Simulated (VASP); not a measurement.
# BaTiO3 (R3m) in VASP: notebook, part 2 of 2

VASP 6.6.1. Earlier steps stand in the parts before.

**3. Single point, PBE+U**

This run uses another cell than the first one, of 13.30 Å³/atom.

Input file INCAR:

```
SYSTEM = BaTiO3
PREC     = Accurate       ! precision mode
ENCUT    = 1340           ! plane-wave cutoff, eV
EDIFF    = 1E-6           ! SCF threshold, eV
ISMEAR   = 0              ! smearing method
SIGMA    = 0.02           ! smearing width, eV
LREAL    = .FALSE.        ! projectors in reciprocal space
LASPH    = .TRUE.         ! aspherical terms in the spheres
NELM     = 200            ! most SCF steps
ALGO     = Normal         ! electronic algorithm
ISIF     = 2              ! what is computed and relaxed
LWAVE    = .FALSE.        ! write WAVECAR
LCHARG   = .FALSE.        ! write CHGCAR
LMAXMIX  = 4              ! l up to which the mixer works
LDAU     = .TRUE.         ! DFT+U
LDAUTYPE = 2            
LDAUL    = -1 2 -1        ! shell
LDAUU    = 0 4 0          ! U, eV
LDAUJ    = 0 0 0        
LDAUPRINT= 1            
GGA      = PE             ! functional
NBANDS   = 28             ! bands
GGA_COMPAT= .FALSE.
```

Input file KPOINTS:

```
regular mesh
0
G
  6 6 6
  0 0 0
```

Input file POSCAR:

```
BaTiO3
1.0
    2.8605249332      1.6515248402      2.3462108881
   -2.8605249332      1.6515248402      2.3462108881
    0.0000000000     -3.3030496804      2.3462108880
Ba Ti O
1 1 3
Direct
    0.0011724682      0.0011724682      0.0011724682
    0.5112785989      0.5112785989      0.5112785989
    0.4887886432      0.9810726465      0.4887886432
    0.4887886432      0.4887886432      0.9810726465
    0.9810726465      0.4887886432      0.4887886432
```

Potentials or basis: VASP PAW PBE potentials, release 64 (Ba_sv, Ti_sv, O_h).

Started as:

```console
> cat potpaw_PBE.64/Ba_sv/POTCAR potpaw_PBE.64/Ti_sv/POTCAR potpaw_PBE.64/O_h/POTCAR > POTCAR
> mpirun -np 1 vasp_std > vasp.out
```

OUTCAR:

```text
SYSTEM = BaTiO3
   PREC = Accurate
   ENCUT = 1340
   EDIFF = 1E-6
   ISMEAR = 0
   LREAL = .FALSE.
   LASPH = .TRUE.
   NELM = 200
   ISIF = 2
   GGA = PE

 ion  position               nearest neighbor table
   1  0.001  0.001  0.001-   3 2.80   5 2.80   4 2.80   3 2.86   5 2.86   5 2.86   3 2.86   4 2.86
                             4 2.86   5 2.94   3 2.94   4 2.94   2 3.45   2 3.48   2 3.48   2 3.48
   2  0.511  0.511  0.511-   4 1.91   3 1.91   5 1.91   4 2.15   3 2.15   5 2.15   1 3.45   1 3.48
                             1 3.48   1 3.48   1 3.53   1 3.53   1 3.53   1 3.59
   3  0.489  0.981  0.489-   2 1.91   2 2.15   1 2.80   1 2.86   1 2.86   1 2.94
   4  0.489  0.489  0.981-   2 1.91   2 2.15   1 2.80   1 2.86   1 2.86   1 2.94
   5  0.981  0.489  0.489-   2 1.91   2 2.15   1 2.80   1 2.86   1 2.86   1 2.94

  LATTYP: Found a trigonal (rhomboedric) cell.
 ALAT       =     4.0515235064
 COS(alpha) =     0.0030239057

  Lattice vectors:

 A1 = (   2.8605249332,   1.6515248402,   2.3462108881)
 A2 = (  -2.8605249332,   1.6515248402,   2.3462108881)
 A3 = (   0.0000000000,  -3.3030496804,   2.3462108880)

Analysis of symmetry for initial positions (statically):
=====================================================================
 Subroutine PRICEL returns:
 Original cell was already a primitive cell.

 Routine SETGRP: Setting up the symmetry group for a
 trigonal (rhombohedral) supercell.

 Subroutine GETGRP returns: Found  6 space group operations
 (whereof  6 operations were pure point group operations)
 out of a pool of 12 trial point group operations.

The static configuration has the point symmetry C_3v.

Analysis of symmetry for dynamics (positions and initial velocities):
=====================================================================
 Subroutine PRICEL returns:
 Original cell was already a primitive cell.

 Routine SETGRP: Setting up the symmetry group for a
 trigonal (rhombohedral) supercell.

 Subroutine GETGRP returns: Found  6 space group operations
 (whereof  6 operations were pure point group operations)
 out of a pool of 12 trial point group operations.

The dynamic configuration has the point symmetry C_3v.

 Subroutine INISYM returns: Found  6 space group operations
 (whereof  6 operations are pure point group operations),
 and found     1 'primitive' translations

----------------------------------------------------------------------------------------

                                     Primitive cell

  volume of cell :      66.5042

  direct lattice vectors                    reciprocal lattice vectors
     2.860524933  1.651524840  2.346210888     0.174793093  0.100916839  0.142073049
    -2.860524933  1.651524840  2.346210888    -0.174793093  0.100916839  0.142073049
     0.000000000 -3.303049680  2.346210888     0.000000000 -0.201833678  0.142073049

[... 101 lines left out ...]
   NUPDOWN=      -1.0000    fix difference up-down
   EMIN   =  10.00;   EMAX   =-10.00  energy-range for DOS
   EFERMI =   0.00;   METHOD = LEGACY
   ISMEAR =     0;   SIGMA  =   0.02  broadening in eV -4-tet -1-fermi 0-gaus
   EFERMI_NEDOS =   21; number of points for ismear=-14 and -15
   IALGO  =     38    algorithm
   IMIX   =      4    mixing-type and parameters
     AMIX     =   0.40;   BMIX     =  1.00
     AMIX_MAG =   1.60;   BMIX_MAG =  1.00
  volume/ion in A,a.u.               =      13.30        89.76
  Fermi-wavevector in a.u.,A,eV,Ry     =   1.381906  2.611423 25.982552  1.909664
  Thomas-Fermi vector in A             =   2.506647
   LORBIT       =      0    0 simple, 1 ext, 2 COOP (PROOUT), +10 PAW based schemes
 LDA+U is selected, type is set to LDAUTYPE =  2
   angular momentum for each species LDAUL =    -1    2   -1
   U (eV)           for each species LDAUU =   0.0  4.0  0.0
   J (eV)           for each species LDAUJ =   0.0  0.0  0.0
   GGA     = PE    functional components
   LHFCALC =     F    Hartree Fock is set to
   AEXX    =    0.0000 exact exchange contribution
   IVDW    =     0    specifies the selected vdW correction
   LEPSILON=     F    determine dielectric tensor
   LRPA    =     F    only Hartree local field effects (RPA)
 non-spin polarized calculation
 Gauss-broadening in eV      SIGMA  =   0.02
  energy-cutoff  :     1340.00
  volume of cell :       66.50
 maximum number of plane-waves:      7427
   NGX = 25   NGY = 25   NGZ = 25

atom =   2  type =  2  l = 2

 onsite density matrix

spin component  1

  0.1595 -0.0000 -0.0000  0.0629  0.0000
 -0.0000  0.1895  0.0000  0.0000  0.0629
 -0.0000  0.0000  0.1083  0.0000  0.0000
  0.0629  0.0000  0.0000  0.1895  0.0000
  0.0000  0.0629  0.0000  0.0000  0.1595

spin component  2

  0.1595 -0.0000 -0.0000  0.0629  0.0000
 -0.0000  0.1895  0.0000  0.0000  0.0629
 -0.0000  0.0000  0.1083  0.0000  0.0000
  0.0629  0.0000  0.0000  0.1895  0.0000
  0.0000  0.0629  0.0000  0.0000  0.1595

 occupancies and eigenvectors

  o =  0.1083  v =  0.0000  0.0000 -1.0000 -0.0000 -0.0000  0.0000  0.0000  0.0000  0.0000  0.0000      0.0000  0.0000  0.0000  0.0000  0.0000  0.0000  0.0000  0.0000  0.0000  0.0000
  o =  0.1083  v =  0.0000  0.0000  0.0000  0.0000  0.0000  0.0000  0.0000 -1.0000 -0.0000 -0.0000      0.0000  0.0000  0.0000  0.0000  0.0000  0.0000  0.0000  0.0000  0.0000  0.0000
  o =  0.1099  v =  0.0000  0.0000  0.0000  0.0000  0.0000 -0.7850  0.0000 -0.0000  0.6196  0.0000      0.0000  0.0000  0.0000  0.0000  0.0000  0.0000  0.0000  0.0000  0.0000  0.0000
  o =  0.1099  v = -0.7850  0.0000 -0.0000  0.6196  0.0000  0.0000  0.0000  0.0000  0.0000  0.0000      0.0000  0.0000  0.0000  0.0000  0.0000  0.0000  0.0000  0.0000  0.0000  0.0000
  o =  0.1099  v =  0.0000 -0.6196 -0.0000 -0.0000  0.7850  0.0000  0.0000  0.0000  0.0000  0.0000      0.0000  0.0000  0.0000  0.0000  0.0000  0.0000  0.0000  0.0000  0.0000  0.0000
  o =  0.1099  v =  0.0000  0.0000  0.0000  0.0000  0.0000  0.0000 -0.6196 -0.0000 -0.0000  0.7850      0.0000  0.0000  0.0000  0.0000  0.0000  0.0000  0.0000  0.0000  0.0000  0.0000
  o =  0.2392  v =  0.0000  0.7850  0.0000  0.0000  0.6196  0.0000  0.0000  0.0000  0.0000  0.0000      0.0000  0.0000  0.0000  0.0000  0.0000  0.0000  0.0000  0.0000  0.0000  0.0000
  o =  0.2392  v =  0.0000  0.0000  0.0000  0.0000  0.0000  0.0000  0.7850  0.0000  0.0000  0.6196      0.0000  0.0000  0.0000  0.0000  0.0000  0.0000  0.0000  0.0000  0.0000  0.0000
  o =  0.2392  v =  0.6196  0.0000 -0.0000  0.7850  0.0000  0.0000  0.0000  0.0000  0.0000  0.0000      0.0000  0.0000  0.0000  0.0000  0.0000  0.0000  0.0000  0.0000  0.0000  0.0000
  o =  0.2392  v =  0.0000  0.0000  0.0000  0.0000  0.0000  0.6196  0.0000 -0.0000  0.7850  0.0000      0.0000  0.0000  0.0000  0.0000  0.0000  0.0000  0.0000  0.0000  0.0000  0.0000

 number of electron      39.9999998 magnetization

 Free energy of the ion-electron system (eV)
  ---------------------------------------------------
  ext. energy  EPLUGINS =         0.00000000
  ---------------------------------------------------
  free energy    TOTEN  =       -37.33706299 eV

  energy without entropy =      -37.33706299  energy(sigma->0) =      -37.33706299

 E-fermi :   4.1690     XC(G=0): -11.0646

 val. band max:        3.9874765494   @ k =   0.5000   0.5000   0.5000
 cond. band min:       6.6129502926   @ k =   0.0000   0.0000   0.0000
 fundamental gap:      2.6254737432
 Fermi energy:         4.1690310851

 k-point     1 :       0.0000    0.0000    0.0000
  band No.  band energies     occupation
      1     -53.5974      2.00000
      2     -29.7810      2.00000
      3     -29.7697      2.00000
      4     -29.7697      2.00000
      5     -20.9022      2.00000
      6     -12.8256      2.00000
[... 733 lines left out ...]
     27      11.9778      0.00000
     28      12.4037      0.00000

 [... further k-points ...]
[... 5 lines left out ...]
  --------------------------------------------------------------------------------------
  -------------------------------------------------------------------------------------
  Total        1.3647749      1.3647749      1.1947886      0.0000000      0.0000000      0.0000000
  in kB       32.8792915     32.8792915     28.7840900      0.0000000      0.0000000      0.0000000
  external PRESSURE =      31.5142243 kB  Pullay stress =       0.0000000 kB

 VOLUME and BASIS-vectors are now :
 -----------------------------------------------------------------------------
  energy-cutoff  :     1340.00
  volume of cell :       66.50
      direct lattice vectors                 reciprocal lattice vectors
     2.860524933  1.651524840  2.346210888     0.174793093  0.100916839  0.142073049
    -2.860524933  1.651524840  2.346210888    -0.174793093  0.100916839  0.142073049
     0.000000000 -3.303049680  2.346210888     0.000000000 -0.201833678  0.142073049

 POSITION                                       TOTAL-FORCE (eV/Angst)
 -----------------------------------------------------------------------------------
      0.00000      0.00000      0.00825         0.000000     -0.000000     -0.041236
      0.00000      0.00000      3.59870         0.000000      0.000000     -0.574701
     -1.40819      0.81302      4.59541        -0.243926      0.140831      0.205312
      0.00000     -1.62604      4.59541         0.000000     -0.281661      0.205312
      1.40819      0.81302      4.59541         0.243926      0.140831      0.205312
 -----------------------------------------------------------------------------------
    total drift:                                0.000000      0.000000     -0.000388

  FREE ENERGIE OF THE ION-ELECTRON SYSTEM (eV)
  ---------------------------------------------------
  free  energy   TOTEN  =       -37.3370629897 eV

  energy  without entropy=      -37.3370629897  energy(sigma->0) =      -37.33706299
```

Run time: 7.9 min. Hardware: 1 thread of AMD EPYC 7R43 (Zen 3), shared host; peak memory 0.45 GiB.

What came out:

```
Free energy            : -37.3371 eV
Pressure               : 3.2 GPa
Largest force          : 0.575 eV/Å
Band gap on the k mesh : 2.63 eV (least direct gap 3.03 eV)
```

Forces on the atoms (eV/Å):
```
Ba   0.000  0.000 -0.041
Ti   0.000  0.000 -0.575
O   -0.244  0.141  0.205
O    0.000 -0.282  0.205
O    0.244  0.141  0.205
```

Eigenvalues of the final occupation matrices:
```tsv
site	spin	trace	eigenvalues
site 2 d	1	0.81	0.11 0.11 0.11 0.24 0.24
site 2 d	2	0.81	0.11 0.11 0.11 0.24 0.24
```

Caveat: the cell stands under pressure; spin-orbit coupling is left out, which moves the levels of the heavy elements. A k mesh can miss the band edges.

**4. Single point, PBE+U**

This run uses another cell than the first one, of 13.30 Å³/atom.

Input file INCAR:

```
PREC = Accurate
ENCUT = 1340
EDIFF = 1E-6
ISMEAR = 0
SIGMA = 0.02
LREAL = False
LASPH = True
NELM = 200
ALGO = Normal
ISIF = 2
LWAVE = False
LCHARG = False
LMAXMIX = 4
LDAU = True
LDAUTYPE = 2
LDAUL = -1 2 -1
LDAUU = 0 4 0
LDAUJ = 0 0 0
LDAUPRINT = 1
GGA = PE
NBANDS = 28
GGA_COMPAT = False
```

Input file KPOINTS:

```
regular mesh
0
Gamma
  6 6 6
```

POSCAR is that of step 3.

Potentials or basis: VASP PAW PBE potentials, release 64 (Ba_sv, Ti_sv, O_h).

Started as:

```console
> cat potpaw_PBE.64/Ba_sv/POTCAR potpaw_PBE.64/Ti_sv/POTCAR potpaw_PBE.64/O_h/POTCAR > POTCAR
> mpirun -np 1 vasp_std > vasp.out
```

OUTCAR:

```text
PREC = Accurate
   ENCUT = 1340
   EDIFF = 1E-6
   ISMEAR = 0
   LREAL = False
   LASPH = True
   NELM = 200
   ISIF = 2
   GGA = PE

 ion  position               nearest neighbor table
   1  0.001  0.001  0.001-   3 2.80   5 2.80   4 2.80   3 2.86   5 2.86   5 2.86   3 2.86   4 2.86
                             4 2.86   5 2.94   3 2.94   4 2.94   2 3.45   2 3.48   2 3.48   2 3.48
   2  0.511  0.511  0.511-   4 1.91   3 1.91   5 1.91   4 2.15   3 2.15   5 2.15   1 3.45   1 3.48
                             1 3.48   1 3.48   1 3.53   1 3.53   1 3.53   1 3.59
   3  0.489  0.981  0.489-   2 1.91   2 2.15   1 2.80   1 2.86   1 2.86   1 2.94
   4  0.489  0.489  0.981-   2 1.91   2 2.15   1 2.80   1 2.86   1 2.86   1 2.94
   5  0.981  0.489  0.489-   2 1.91   2 2.15   1 2.80   1 2.86   1 2.86   1 2.94

  LATTYP: Found a trigonal (rhomboedric) cell.
 ALAT       =     4.0515235064
 COS(alpha) =     0.0030239057

  Lattice vectors:

 A1 = (   2.8605249332,   1.6515248402,   2.3462108881)
 A2 = (  -2.8605249332,   1.6515248402,   2.3462108881)
 A3 = (   0.0000000000,  -3.3030496804,   2.3462108880)

Analysis of symmetry for initial positions (statically):
=====================================================================
 Subroutine PRICEL returns:
 Original cell was already a primitive cell.

 Routine SETGRP: Setting up the symmetry group for a
 trigonal (rhombohedral) supercell.

 Subroutine GETGRP returns: Found  6 space group operations
 (whereof  6 operations were pure point group operations)
 out of a pool of 12 trial point group operations.

The static configuration has the point symmetry C_3v.

[... 185 lines left out ...]
  o =  0.1099  v = -0.7850  0.0000  0.0000  0.6196  0.0000  0.0000  0.0000  0.0000  0.0000  0.0000      0.0000  0.0000  0.0000  0.0000  0.0000  0.0000  0.0000  0.0000  0.0000  0.0000
  o =  0.1099  v =  0.0000 -0.6196 -0.0000  0.0000  0.7850  0.0000  0.0000  0.0000  0.0000  0.0000      0.0000  0.0000  0.0000  0.0000  0.0000  0.0000  0.0000  0.0000  0.0000  0.0000
  o =  0.1099  v =  0.0000  0.0000  0.0000  0.0000  0.0000  0.0000 -0.6196 -0.0000  0.0000  0.7850      0.0000  0.0000  0.0000  0.0000  0.0000  0.0000  0.0000  0.0000  0.0000  0.0000
  o =  0.2392  v =  0.0000 -0.7850 -0.0000  0.0000 -0.6196  0.0000  0.0000  0.0000  0.0000  0.0000      0.0000  0.0000  0.0000  0.0000  0.0000  0.0000  0.0000  0.0000  0.0000  0.0000
  o =  0.2392  v =  0.0000  0.0000  0.0000  0.0000  0.0000  0.0000 -0.7850 -0.0000  0.0000 -0.6196      0.0000  0.0000  0.0000  0.0000  0.0000  0.0000  0.0000  0.0000  0.0000  0.0000
  o =  0.2392  v = -0.6196  0.0000 -0.0000 -0.7850 -0.0000  0.0000  0.0000  0.0000  0.0000  0.0000      0.0000  0.0000  0.0000  0.0000  0.0000  0.0000  0.0000  0.0000  0.0000  0.0000
  o =  0.2392  v =  0.0000  0.0000  0.0000  0.0000  0.0000 -0.6196  0.0000 -0.0000 -0.7850 -0.0000      0.0000  0.0000  0.0000  0.0000  0.0000  0.0000  0.0000  0.0000  0.0000  0.0000

 number of electron      39.9999998 magnetization

 Free energy of the ion-electron system (eV)
  ---------------------------------------------------
  ext. energy  EPLUGINS =         0.00000000
  ---------------------------------------------------
  free energy    TOTEN  =       -37.33706299 eV

  energy without entropy =      -37.33706299  energy(sigma->0) =      -37.33706299

 E-fermi :   4.1690     XC(G=0): -11.0646

 val. band max:        3.9874765494   @ k =   0.5000   0.5000   0.5000
 cond. band min:       6.6129502923   @ k =   0.0000   0.0000   0.0000
 fundamental gap:      2.6254737429
 Fermi energy:         4.1690310851

 k-point     1 :       0.0000    0.0000    0.0000
  band No.  band energies     occupation
      1     -53.5974      2.00000
      2     -29.7810      2.00000
      3     -29.7697      2.00000
      4     -29.7697      2.00000
      5     -20.9022      2.00000
      6     -12.8256      2.00000
[... 733 lines left out ...]
     27      11.9778      0.00000
     28      12.4037      0.00000

 [... further k-points ...]
[... 5 lines left out ...]
  --------------------------------------------------------------------------------------
  -------------------------------------------------------------------------------------
  Total        1.3647749      1.3647749      1.1947886      0.0000000      0.0000000     -0.0000000
  in kB       32.8792918     32.8792918     28.7840902      0.0000000      0.0000000     -0.0000000
  external PRESSURE =      31.5142246 kB  Pullay stress =       0.0000000 kB

 VOLUME and BASIS-vectors are now :
 -----------------------------------------------------------------------------
  energy-cutoff  :     1340.00
  volume of cell :       66.50
      direct lattice vectors                 reciprocal lattice vectors
     2.860524933  1.651524840  2.346210888     0.174793093  0.100916839  0.142073049
    -2.860524933  1.651524840  2.346210888    -0.174793093  0.100916839  0.142073049
     0.000000000 -3.303049680  2.346210888     0.000000000 -0.201833678  0.142073049

 POSITION                                       TOTAL-FORCE (eV/Angst)
 -----------------------------------------------------------------------------------
      0.00000      0.00000      0.00825        -0.000000      0.000000     -0.041236
      0.00000      0.00000      3.59870        -0.000000      0.000000     -0.574701
     -1.40819      0.81302      4.59541        -0.243926      0.140831      0.205312
      0.00000     -1.62604      4.59541        -0.000000     -0.281661      0.205312
      1.40819      0.81302      4.59541         0.243926      0.140831      0.205312
 -----------------------------------------------------------------------------------
    total drift:                                0.000000      0.000000     -0.000388

  FREE ENERGIE OF THE ION-ELECTRON SYSTEM (eV)
  ---------------------------------------------------
  free  energy   TOTEN  =       -37.3370629896 eV

  energy  without entropy=      -37.3370629896  energy(sigma->0) =      -37.33706299
```

OSZICAR:

```text
N       E                     dE             d eps       ncg     rms          rms(c)
DAV:   1     0.679924420102E+03    0.67992E+03   -0.35641E+04  1792   0.310E+03
DAV:   2     0.813180239704E+02   -0.59861E+03   -0.57332E+03  1856   0.644E+02
DAV:   3    -0.408472072850E+02   -0.12217E+03   -0.11560E+03  2800   0.215E+02
DAV:   4    -0.487877871434E+02   -0.79406E+01   -0.79050E+01  2368   0.526E+01
DAV:   5    -0.491458418806E+02   -0.35805E+00   -0.35777E+00  2848   0.110E+01    0.235E+01
DAV:   6    -0.371376305974E+02    0.12008E+02   -0.56345E+01  2792   0.675E+01    0.892E+00
DAV:   7    -0.374059861666E+02   -0.26836E+00   -0.81960E+00  2488   0.174E+01    0.585E+00
DAV:   8    -0.373264056709E+02    0.79580E-01   -0.11595E+00  2408   0.952E+00    0.221E+00
DAV:   9    -0.373510963296E+02   -0.24691E-01   -0.23302E-01  2452   0.356E+00    0.118E+00
DAV:  10    -0.373504693429E+02    0.62699E-03   -0.15393E-01  2344   0.237E+00    0.977E-01
DAV:  11    -0.373393388608E+02    0.11130E-01   -0.91814E-02  2796   0.250E+00    0.410E-01
DAV:  12    -0.373373554353E+02    0.19834E-02   -0.64693E-03  2204   0.733E-01    0.176E-01
DAV:  13    -0.373374693467E+02   -0.11391E-03   -0.80871E-03  2592   0.565E-01    0.165E-01
DAV:  14    -0.373370702149E+02    0.39913E-03   -0.16915E-03  2484   0.263E-01    0.526E-02
DAV:  15    -0.373370734973E+02   -0.32824E-05   -0.71176E-05  2180   0.601E-02    0.371E-02
DAV:  16    -0.373370644138E+02    0.90835E-05   -0.29501E-05  2516   0.325E-02    0.174E-02
DAV:  17    -0.373370629892E+02    0.14246E-05   -0.14089E-05  2336   0.346E-02    0.304E-03
DAV:  18    -0.373370629896E+02   -0.44201E-09   -0.94020E-07  1308   0.898E-03
   1 F= -.37337063E+02 E0= -.37337063E+02  d E =-.850963E-40
```

It took 2.1 min on 1 thread of Intel Xeon 6975P-C (Granite Rapids), shared host; peak memory 0.49 GiB.

Results:

```
Free energy            : -37.3371 eV
Pressure               : 3.2 GPa
Largest force          : 0.575 eV/Å
Band gap on the k mesh : 2.63 eV (least direct gap 3.03 eV)
```

Forces in eV/Å, atoms in the order of the input:
```
Ba   0.000  0.000 -0.041
Ti   0.000  0.000 -0.575
O   -0.244  0.141  0.205
O    0.000 -0.282  0.205
O    0.244  0.141  0.205
```

Levels at points of the mesh, in eV from the valence-band top:
| k point | band 16 | band 17 | band 18 | band 19 | band 20 | band 21 | band 22 | band 23 | band 24 | band 25 |
| --- | --- | --- | --- | --- | --- | --- | --- | --- | --- | --- |
| (0.00, 0.00, 0.00) | -1.21 | -1.02 | -0.47 | -0.40 | -0.40 | 2.63 | 2.63 | 2.72 | 4.17 | 4.17 |
| (0.50, 0.00, 0.00) | -1.93 | -1.63 | -1.57 | -0.94 | -0.87 | 2.80 | 3.98 | 4.05 | 4.15 | 5.74 |
| (0.50, 0.50, 0.00) | -2.51 | -1.79 | -0.92 | -0.88 | -0.09 | 4.05 | 4.05 | 4.40 | 4.71 | 7.40 |
| (0.50, 0.50, 0.50) | -2.31 | -2.28 | -0.02 | -0.02 | 0.00 | 4.52 | 4.64 | 4.64 | 6.39 | 6.39 |

Eigenvalues of the final occupation matrices:
```
    site  spin  trace               eigenvalues
site 2 d     1   0.81  0.11 0.11 0.11 0.24 0.24
site 2 d     2   0.81  0.11 0.11 0.11 0.24 0.24
```

Caveat: the cell stands under pressure; spin-orbit coupling is left out, which moves the levels of the heavy elements.
